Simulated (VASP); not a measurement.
Wanted: the native input for a VASP 6.6.1 run.

```
Task                   : single point
Functional             : r2SCAN
Potentials or basis    : VASP PAW PBE potentials, release 64 (Sn_d)
Cutoff                 : 520 eV
k mesh                 : 6 × 6 × 6
Occupations            : fermi-dirac, width 0.02 eV
Spin                   : no spin polarisation
Dipole correction      : no
Further INCAR settings : ALGO = Normal; EDIFF = 1e-06; NBANDS = 21
```

Sn:

```
CELL_PARAMETERS angstrom
0.00000 3.44868 3.12514
3.44868 0.00000 3.12514
3.44868 3.44868 0.00000
ATOMIC_POSITIONS crystal
Sn 0.00000 0.00000 0.00000
Sn 0.25000 0.25000 0.25000
```

This cell differs from its parent crystal: epitaxial xy strain +5.0%.

The input as run:

POSCAR

```
Sn
1.0
    0.0000000000      3.4486827700      3.1251435170
    3.4486827700      0.0000000000      3.1251435170
    3.4486827700      3.4486827700      0.0000000000
Sn
2
Direct
    0.0000000000      0.0000000000      0.0000000000
    0.2500000000      0.2500000000      0.2500000000
```

INCAR.step1

```
PREC = Accurate ; ENCUT = 520
ISMEAR = -1 ; SIGMA = 0.02
LREAL = False ; LASPH = True
NELM = 100 ; NBANDS = 21
GGA = PE ; ALGO = Normal
EDIFF = 1E-4 ; LWAVE = True
LCHARG = False
```

INCAR.step2

```
PREC = Accurate ; ENCUT = 520
EDIFF = 1E-6 ; ISMEAR = -1
SIGMA = 0.02 ; LREAL = False
LASPH = True ; NELM = 100
ALGO = Normal ; ISIF = 2
LWAVE = False ; LCHARG = True
METAGGA = R2SCAN ; LMIXTAU = True
LELF = True ; LVHAR = True
NBANDS = 21 ; ISTART = 1
```

KPOINTS

```
regular mesh
0
Gamma
  6 6 6
```

Potentials or basis: VASP PAW PBE potentials, release 64 (Sn_d).

Run with:

```console
$ cat potpaw_PBE.64/Sn_d/POTCAR > POTCAR
$ cp INCAR.step1 INCAR
$ mpirun -np 1 vasp_std > vasp.out
$ cp INCAR.step2 INCAR
$ mpirun -np 1 vasp_std > vasp.out
```

It gave:

```yaml
Pressure: -1.9 GPa
```

Caveat: the cell differs from its parent crystal (epitaxial xy strain +5.0%); the PAW data sets were made with another functional, which shifts forces and pressure a little.

Run time: 110 s on 1 thread of AMD EPYC 9R45 96-Core Processor (Zen 5), with other jobs on the host, peak memory 0.19 GiB.
